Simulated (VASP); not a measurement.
# Sb in VASP: a series of runs, part 2 of 2

VASP 6.6.1. Earlier steps stand in the parts before.

## (5) Single point, PBEsol (volume scaled by 0.91)

INCAR reads:

```
PREC = Accurate
ENCUT = 520
EDIFF = 1E-6
ISMEAR = 0
SIGMA = 0.1
LREAL = False
LASPH = True
NELM = 100
ALGO = Normal
ISIF = 2
LWAVE = False
LCHARG = True
GGA = PS
LELF = True
LVHAR = True
NBANDS = 8
```

KPOINTS reads:

```
Automatic mesh
0
Gamma
  14 14 14
```

POSCAR reads:

```
Sb
1.0
    2.9669892646      0.0000000000      0.0000000000
    0.0000000000      2.9669892646      0.0000000000
    0.0000000000      0.0000000000      2.9669892646
Sb
1
Direct
    0.0000000000      0.0000000000      0.0000000000
```

Potentials or basis: VASP PAW PBE potentials, release 64 (Sb).

On the command line:

```
> cat potpaw_PBE.64/Sb/POTCAR > POTCAR
> mpirun -np 1 vasp_std > vasp.out
```

OUTCAR:

```text
PREC = Accurate
   ENCUT = 520
   EDIFF = 1E-6
   ISMEAR = 0
   LREAL = False
   LASPH = True
   NELM = 100
   ISIF = 2
   GGA = PS

 ion  position               nearest neighbor table
   1  0.000  0.000  0.000-

  LATTYP: Found a simple cubic cell.
 ALAT       =     2.9669892646

  Lattice vectors:

 A1 = (   2.9669892646,   0.0000000000,   0.0000000000)
 A2 = (   0.0000000000,   2.9669892646,   0.0000000000)
 A3 = (   0.0000000000,   0.0000000000,   2.9669892646)

Analysis of symmetry for initial positions (statically):
=====================================================================
 Subroutine PRICEL returns:
 Original cell was already a primitive cell.

 Routine SETGRP: Setting up the symmetry group for a
 simple cubic supercell.

 Subroutine GETGRP returns: Found 48 space group operations
 (whereof 48 operations were pure point group operations)
 out of a pool of 48 trial point group operations.

The static configuration has the point symmetry O_h .

Analysis of symmetry for dynamics (positions and initial velocities):
=====================================================================
 Subroutine PRICEL returns:
 Original cell was already a primitive cell.

 Routine SETGRP: Setting up the symmetry group for a
 simple cubic supercell.

 Subroutine GETGRP returns: Found 48 space group operations
 (whereof 48 operations were pure point group operations)
 out of a pool of 48 trial point group operations.

The dynamic configuration has the point symmetry O_h .

 Subroutine INISYM returns: Found 48 space group operations
 (whereof 48 operations are pure point group operations),
 and found     1 'primitive' translations

----------------------------------------------------------------------------------------

                                     Primitive cell

  volume of cell :      26.1185
[... 107 lines left out ...]
     AMIX_MAG =   1.60;   BMIX_MAG =  1.00
  volume/ion in A,a.u.               =      26.12       176.26
  Fermi-wavevector in a.u.,A,eV,Ry     =   0.943515  1.782985 12.112189  0.890221
  Thomas-Fermi vector in A             =   2.071230
   LORBIT       =      0    0 simple, 1 ext, 2 COOP (PROOUT), +10 PAW based schemes
   GGA     = PS    functional components
   LHFCALC =     F    Hartree Fock is set to
   AEXX    =    0.0000 exact exchange contribution
   IVDW    =     0    specifies the selected vdW correction
   LEPSILON=     F    determine dielectric tensor
   LRPA    =     F    only Hartree local field effects (RPA)
 non-spin polarized calculation
 Gauss-broadening in eV      SIGMA  =   0.10
  energy-cutoff  :      520.00
  volume of cell :       26.12
 maximum number of plane-waves:       739
 NGX is ok and might be reduce to    24
   NGX = 11   NGY = 11   NGZ = 11

 number of electron       5.0000001 magnetization

 Free energy of the ion-electron system (eV)
  ---------------------------------------------------
  ext. energy  EPLUGINS =         0.00000000
  ---------------------------------------------------
  free energy    TOTEN  =        -4.48235619 eV

  energy without entropy =       -4.47962723  energy(sigma->0) =       -4.48099171

 E-fermi :   8.7466     XC(G=0): -10.3234

 val. band max:        8.7417000733   @ k =   0.2857   0.2143   0.0714
 cond. band min:       8.7820023737   @ k =   0.5000   0.2857   0.2143
 fundamental gap:      0.0403023004
 Fermi energy:         8.7466388798

 k-point     1 :       0.0000    0.0000    0.0000
  band No.  band energies     occupation
      1      -4.7430      2.00000
      2      12.3602      0.00000
      3      12.3602      0.00000
      4      12.3602      0.00000
      5      15.8646      0.00000
      6      15.8646      0.00000
      7      17.7448      0.00000
      8      27.2396      0.00000
[... 243 lines left out ...]
 k-point    24 :       0.3571    0.2143    0.0000
  band No.  band energies     occupation
      1      -2.0022      2.00000
      2       4.6230      2.00000
      3       9.2437      0.00000
      4      14.9601      0.00000
      5      15.9030      0.00000
      6      18.7180      0.00000
      7      22.2571      0.00000
      8      22.3223      0.00000

 [... further k-points ...]

------------------------ aborting loop because EDIFF is reached ----------------------------------------

  FORCE on cell =-STRESS in cart. coord.  units (eV):
  Direction    XX          YY          ZZ          XY          YZ          ZX
  --------------------------------------------------------------------------------------
  -------------------------------------------------------------------------------------
  Total        1.1947824      1.1947824      1.1947824     -0.0000000     -0.0000000      0.0000000
  in kB       73.2911391     73.2911391     73.2911391     -0.0000000     -0.0000000      0.0000000
  external PRESSURE =      73.2911391 kB  Pullay stress =       0.0000000 kB

 VOLUME and BASIS-vectors are now :
 -----------------------------------------------------------------------------
  energy-cutoff  :      520.00
  volume of cell :       26.12
      direct lattice vectors                 reciprocal lattice vectors
     2.966989265  0.000000000  0.000000000     0.337042001  0.000000000  0.000000000
     0.000000000  2.966989265  0.000000000     0.000000000  0.337042001  0.000000000
     0.000000000  0.000000000  2.966989265     0.000000000  0.000000000  0.337042001

 POSITION                                       TOTAL-FORCE (eV/Angst)
 -----------------------------------------------------------------------------------
      0.00000      0.00000      0.00000         0.000000      0.000000      0.000000
 -----------------------------------------------------------------------------------
    total drift:                               -0.000000      0.000000      0.000000

  FREE ENERGIE OF THE ION-ELECTRON SYSTEM (eV)
  ---------------------------------------------------
  free  energy   TOTEN  =        -4.4823561933 eV

  energy  without entropy=       -4.4796272291  energy(sigma->0) =       -4.48099171
```

OSZICAR:

```text
N       E                     dE             d eps       ncg     rms          rms(c)
DAV:   1     0.484282653623E+01    0.48428E+01   -0.15969E+03  1936   0.404E+02
DAV:   2    -0.439188469741E+01   -0.92347E+01   -0.87972E+01  2720   0.529E+01
DAV:   3    -0.448789825919E+01   -0.96014E-01   -0.95932E-01  2352   0.626E+00
DAV:   4    -0.448824262231E+01   -0.34436E-03   -0.34436E-03  2760   0.443E-01
DAV:   5    -0.448824370031E+01   -0.10780E-05   -0.10776E-05  2480   0.159E-02    0.238E+00
DAV:   6    -0.448458694253E+01    0.36568E-02   -0.34490E-04  2520   0.126E-01    0.144E+00
DAV:   7    -0.448234675693E+01    0.22402E-02   -0.83632E-04  2272   0.200E-01    0.472E-02
DAV:   8    -0.448235532060E+01   -0.85637E-05   -0.25765E-05  2360   0.313E-02    0.710E-03
DAV:   9    -0.448235619334E+01   -0.87274E-06   -0.13513E-06  2824   0.776E-03
   1 F= -.44823562E+01 E0= -.44809917E+01  d E =-.272896E-02
```

Run time: 6.7 s. Hardware: 1 thread of Intel Xeon Platinum 8559C (Emerald Rapids), shared host; peak memory 0.15 GiB.

Results:

```
Free energy : -4.4824 eV
Pressure    : 7.3 GPa
```

Caveat: the PAW data sets were made with another functional, which shifts forces and pressure a little; spin-orbit coupling is left out, which moves the levels of the heavy elements.

## (6) The runs side by side

| cell | k mesh | gap on the mesh (eV) | pressure (GPa) |
| --- | --- | --- | --- |
| a = 3.119 Å, angles 92.3, 87.7, 87.7°, 1 atom | 12 × 12 × 12 | none | -2.9 |
| a = 3.193, b = 3.240, c = 3.311 Å, angles 87.9, 89.1, 91.8°, 1 atom | 12 × 12 × 12 | none | -7.2 |
| a = 2.934 Å, 1 atom | 14 × 14 × 14 | none | 10.8 |
| a = 2.967 Å, 1 atom | 14 × 14 × 14 | none | 7.3 |

Alike in all rows: task single point; level PBEsol; potentials or basis VASP PAW PBE potentials, release 64 (Sb); no spin polarisation; cutoff (eV) 520; smearing gaussian 0.1 eV.

Caveats: the PAW data sets were made with another functional, which shifts forces and pressure a little; spin-orbit coupling is left out, which moves the levels of the heavy elements.

Absolute energies hang on the potentials; compare differences alone.
